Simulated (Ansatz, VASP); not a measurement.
**GaP2: VASP beside Ansatz**

```xyz
6
Lattice="1.9185 1.1076 10.0078 -1.9185 1.1076 10.0078 0.0000 -2.2152 10.0078" Properties=species:S:1:pos:R:3 pbc="T T T"
Ga    0.0000    0.0000    7.9331
Ga    0.0000    0.0000   22.0903
P     0.0000    0.0000    5.4400
P     0.0000    0.0000   24.5834
P     0.0000    0.0000   18.6042
P     0.0000    0.0000   11.4191
```

Alike in both runs: functional PBE; k mesh 12 × 12 × 12; occupations gaussian, width 0.1 eV; no spin polarisation.

Ansatz relaxed the structure, and its values are those at the end. VASP's run is a single point on that final structure, the one shown.

|  | VASP | Ansatz |
| --- | --- | --- |
| version | VASP 6.6.1 | Ansatz 0.2.0 |
| potentials or method | VASP PAW PBE potentials, release 64 (Ga_d, P), cutoff 520 eV | scalar-relativistic, plane waves, PAW |
| valence electrons in the cell | 46 | 46 |

VASP gave:

```
gap on the k mesh at the Fermi level (eV) : none
pressure (GPa)                            : -0.1
rms of the force components (eV/Å)        : 0.002
```

**Question.** What did Ansatz give for the same quantities?

**Answer.** gap on the k mesh at the Fermi level (eV): none; pressure (GPa): 0.0; rms of the force components (eV/Å): 0.004.

A gap of «none» marks a metal or a gap that the smearing closes.
